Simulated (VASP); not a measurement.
# RbBr (Fm-3m) in VASP: further runs

The runs below take RbBr through single point, with PBEsol, PBE, PBE0.

Program: VASP 6.6.1. These are calculated values, not measurements. Logs are shortened: lines on timing, memory, paths and dates and some standing lists are left out, and cuts for length are marked.

### Step 1. The cell of the first run

Symmetry: Fm-3m, No. 225, cubic system. Conventional cell: a = 6.714 Å, b = 6.714 Å, c = 6.714 Å, α = 90.00°, β = 90.00°, γ = 90.00°. Within 4.4 Å of Rb (site symmetry m-3m) lie 6 Br at 3.36 Å. Br (site symmetry m-3m) has 6 Rb at 3.36 Å within 4.4 Å.

### Step 2. Single point, PBEsol (volume scaled by 0.94)

The input, INCAR:

```
  ALGO = Normal
  EDIFF = 1E-6
  ENCUT = 520
  GGA = PS
  ISIF = 2
  ISMEAR = -1
  LASPH = T
  LCHARG = F
  LREAL = F
  LWAVE = F
  NBANDS = 15
  NELM = 100
  PREC = Accurate
  SIGMA = 0.05
```

The input, KPOINTS:

```
k-points
0
Gamma
  7 7 7
```

The input, POSCAR:

```
RbBr
1.0
    0.0000000000      3.3570415946      3.3570415946
    3.3570415946      0.0000000000      3.3570415946
    3.3570415946      3.3570415946      0.0000000000
Rb Br
1 1
Direct
    0.0000000000      0.0000000000      0.0000000000
    0.5000000000      0.5000000000      0.5000000000
```

Potentials or basis: VASP PAW PBE potentials, release 64 (Rb_sv, Br).

Started as:

```bash
$ cat potpaw_PBE.64/Rb_sv/POTCAR potpaw_PBE.64/Br/POTCAR > POTCAR
$ mpirun -np 1 vasp_std > vasp.out
```

OUTCAR:

```text
EDIFF = 1E-6
   ENCUT = 520
   GGA = PS
   ISIF = 2
   ISMEAR = -1
   LASPH = T
   LREAL = F
   NELM = 100
   PREC = Accurate

 ion  position               nearest neighbor table
   1  0.000  0.000  0.000-   2 3.36   2 3.36   2 3.36   2 3.36   2 3.36   2 3.36
   2  0.500  0.500  0.500-   1 3.36   1 3.36   1 3.36   1 3.36   1 3.36   1 3.36

  LATTYP: Found a face centered cubic cell.
 ALAT       =     6.7140831892

  Lattice vectors:

 A1 = (   0.0000000000,   3.3570415946,   3.3570415946)
 A2 = (   3.3570415946,   0.0000000000,   3.3570415946)
 A3 = (   3.3570415946,   3.3570415946,   0.0000000000)

Analysis of symmetry for initial positions (statically):
=====================================================================
 Subroutine PRICEL returns:
 Original cell was already a primitive cell.

 Routine SETGRP: Setting up the symmetry group for a
 face centered cubic supercell.

 Subroutine GETGRP returns: Found 48 space group operations
 (whereof 48 operations were pure point group operations)
 out of a pool of 48 trial point group operations.

The static configuration has the point symmetry O_h .

Analysis of symmetry for dynamics (positions and initial velocities):
=====================================================================
 Subroutine PRICEL returns:
 Original cell was already a primitive cell.

 Routine SETGRP: Setting up the symmetry group for a
 face centered cubic supercell.

 Subroutine GETGRP returns: Found 48 space group operations
 (whereof 48 operations were pure point group operations)
 out of a pool of 48 trial point group operations.

The dynamic configuration has the point symmetry O_h .

 Subroutine INISYM returns: Found 48 space group operations
 (whereof 48 operations are pure point group operations),
 and found     1 'primitive' translations

----------------------------------------------------------------------------------------

                                     Primitive cell

  volume of cell :      75.6659

  direct lattice vectors                    reciprocal lattice vectors
     0.000000000  3.357041595  3.357041595    -0.148940663  0.148940663  0.148940663
     3.357041595  0.000000000  3.357041595     0.148940663 -0.148940663  0.148940663
[... 85 lines left out ...]
   NFREE  =      0    steps in history (QN), initial steepest desc. (CG)
   ISIF   =      2    stress and relaxation
   ISYM   =      2    0-nonsym 1-usesym 2-fastsym
   POTIM  = 0.5000    time-step for ionic-motion
   TEBEG  =    0.0;   TEEND  =   0.0 temperature during run
   PSTRESS=    0.0 pullay stress
   NELECT =      16.0000    total number of electrons
   NUPDOWN=      -1.0000    fix difference up-down
   EMIN   =  10.00;   EMAX   =-10.00  energy-range for DOS
   EFERMI =   0.00;   METHOD = LEGACY
   ISMEAR =    -1;   SIGMA  =   0.05  broadening in eV -4-tet -1-fermi 0-gaus
   EFERMI_NEDOS =   21; number of points for ismear=-14 and -15
   IALGO  =     38    algorithm
   IMIX   =      4    mixing-type and parameters
     AMIX     =   0.40;   BMIX     =  1.00
     AMIX_MAG =   1.60;   BMIX_MAG =  1.00
  volume/ion in A,a.u.               =      37.83       255.31
  Fermi-wavevector in a.u.,A,eV,Ry     =   0.975322  1.843092 12.942588  0.951253
  Thomas-Fermi vector in A             =   2.105852
   LORBIT       =      0    0 simple, 1 ext, 2 COOP (PROOUT), +10 PAW based schemes
   GGA     = PS    functional components
   LHFCALC =     F    Hartree Fock is set to
   AEXX    =    0.0000 exact exchange contribution
   IVDW    =     0    specifies the selected vdW correction
   LEPSILON=     F    determine dielectric tensor
   LRPA    =     F    only Hartree local field effects (RPA)
 non-spin polarized calculation
  energy-cutoff  :      520.00
  volume of cell :       75.67
 maximum number of plane-waves:      2085
   NGX = 17   NGY = 17   NGZ = 17

 number of electron      16.0000002 magnetization

 Free energy of the ion-electron system (eV)
  ---------------------------------------------------
  ext. energy  EPLUGINS =         0.00000000
  ---------------------------------------------------
  free energy    TOTEN  =        -6.34176559 eV

  energy without entropy =       -6.34176559  energy(sigma->0) =       -6.34176559

 E-fermi :  -0.5271     XC(G=0):  -7.6664

 val. band max:       -1.6022543200   @ k =   0.0000   0.0000   0.0000
 cond. band min:       2.7547269190   @ k =   0.0000   0.0000   0.0000
 fundamental gap:      4.3569812390
 Fermi energy:        -0.5271389469

 k-point     1 :       0.0000    0.0000    0.0000
  band No.  band energies     occupation
      1     -25.8348      2.00000
      2     -13.8629      2.00000
      3      -9.9287      2.00000
      4      -9.9287      2.00000
      5      -9.9287      2.00000
      6      -1.6023      2.00000
      7      -1.6023      2.00000
      8      -1.6023      2.00000
      9       2.7547      0.00000
     10       5.5958      0.00000
     11       5.5958      0.00000
     12       5.5958      0.00000
     13       6.5369      0.00000
     14       6.5369      0.00000
[... 329 lines left out ...]
      2     -13.8424      2.00000
      3     -10.1072      2.00000
      4     -10.0540      2.00000
      5      -9.9095      2.00000
      6      -2.2201      2.00000
      7      -1.9991      2.00000
      8      -1.9503      2.00000
      9       5.1002      0.00000
     10       5.8483      0.00000
     11       6.8967      0.00000
     12       7.2292      0.00000
     13       8.9642      0.00000
     14       9.1864      0.00000
     15      10.0804      0.00000

------------------------ aborting loop because EDIFF is reached ----------------------------------------

  FORCE on cell =-STRESS in cart. coord.  units (eV):
  Direction    XX          YY          ZZ          XY          YZ          ZX
  --------------------------------------------------------------------------------------
  -------------------------------------------------------------------------------------
  Total        0.4612740      0.4612740      0.4612740      0.0000000      0.0000000      0.0000000
  in kB        9.7671842      9.7671842      9.7671842      0.0000000      0.0000000      0.0000000
  external PRESSURE =       9.7671842 kB  Pullay stress =       0.0000000 kB

 VOLUME and BASIS-vectors are now :
 -----------------------------------------------------------------------------
  energy-cutoff  :      520.00
  volume of cell :       75.67
      direct lattice vectors                 reciprocal lattice vectors
     0.000000000  3.357041595  3.357041595    -0.148940663  0.148940663  0.148940663
     3.357041595  0.000000000  3.357041595     0.148940663 -0.148940663  0.148940663
     3.357041595  3.357041595  0.000000000     0.148940663  0.148940663 -0.148940663

 POSITION                                       TOTAL-FORCE (eV/Angst)
 -----------------------------------------------------------------------------------
      0.00000      0.00000      0.00000         0.000000     -0.000000     -0.000000
      3.35704      3.35704      3.35704        -0.000000      0.000000      0.000000
 -----------------------------------------------------------------------------------
    total drift:                                0.000000      0.000000      0.000000

  FREE ENERGIE OF THE ION-ELECTRON SYSTEM (eV)
  ---------------------------------------------------
  free  energy   TOTEN  =        -6.3417655922 eV

  energy  without entropy=       -6.3417655922  energy(sigma->0) =       -6.34176559
```

stdout:

```text
POSCAR found type information on POSCAR RbBr
 POSCAR found :  2 types and       2 ions
 scaLAPACK will be used
 -----------------------------------------------------------------------------
|                                                                             |
|                                                                             |
|     You enforced a specific xc type in the INCAR file but a different       |
|     I HOPE YOU KNOW WHAT YOU ARE DOING!                                     |
|                                                                             |
 -----------------------------------------------------------------------------

 LDA part: xc-table for (Slater+PW92), standard interpolation
 POSCAR, INCAR and KPOINTS ok, starting setup
 FFT: planning ... GRIDC
 FFT: planning ... GRID_SOFT
 FFT: planning ... GRID
 WAVECAR not read
 entering main loop
```

It took 17 s on 1 thread of Intel Xeon 6975P-C (Granite Rapids), shared host; peak memory 0.21 GiB.

What came out:

```yaml
Free_energy: -6.3418 eV
Pressure: 1.0 GPa
Band_gap_on_the_k_mesh: 4.36 eV, direct
```

Caveat: the cell differs from its parent crystal (volume scaled by 0.94); the PAW data sets were made with another functional, which shifts forces and pressure a little.

### Step 3. Single point, PBE

This run uses another cell than the first one, of 40.25 Å³/atom, 1.064 times its volume.

The input, INCAR:

```
SYSTEM = RbBr
  ALGO = Normal
  EDIFF = 1E-6
  ENCUT = 520
  GGA = PE
  ISIF = 2
  ISMEAR = -1
  LASPH = .TRUE.
  LCHARG = .FALSE.
  LREAL = .FALSE.
  LWAVE = .FALSE.
  NBANDS = 15
  NELM = 60
  PREC = Accurate
  SIGMA = 0.05
```

The input, KPOINTS:

```
k-points
0
G
  6 6 6
  0 0 0
```

The input, POSCAR:

```
RbBr
1.0
    0.0000000000      3.4270000000      3.4270000000
    3.4270000000      0.0000000000      3.4270000000
    3.4270000000      3.4270000000      0.0000000000
Rb Br
1 1
Direct
    0.0000000000      0.0000000000      0.0000000000
    0.5000000000      0.5000000000      0.5000000000
```

Potentials or basis: VASP PAW PBE potentials, release 64 (Rb_sv, Br).

Started as:

```bash
$ cat potpaw_PBE.64/Rb_sv/POTCAR potpaw_PBE.64/Br/POTCAR > POTCAR
$ mpirun -np 1 vasp_std > vasp.out
```

Run time: 21 s. Hardware: 1 thread of Intel Xeon 8259CL, shared host; peak memory 0.2 GiB.

Results (log left out):

| Item | Value |
| --- | --- |
| Free energy | -6.0973 eV |
| Pressure | 1.0 GPa |
| Band gap on the k mesh | 4.36 eV, direct |

Levels at points of the mesh, in eV from the valence-band top:
| k point | band 5 | band 6 | band 7 | band 8 | band 9 | band 10 | band 11 | band 12 |
| --- | --- | --- | --- | --- | --- | --- | --- | --- |
| (0.00, 0.00, 0.00) | -8.49 | 0.00 | 0.00 | 0.00 | 4.36 | 7.28 | 7.28 | 7.28 |
| (0.50, 0.00, 0.00) | -8.44 | -0.99 | -0.36 | -0.36 | 6.81 | 7.72 | 9.49 | 9.49 |
| (0.50, 0.50, 0.00) | -8.56 | -0.47 | -0.16 | -0.16 | 5.61 | 7.13 | 9.20 | 9.20 |

PBE gaps usually lie below the measured ones, often by a third to a half.

(Continued in part 2 of 2.)
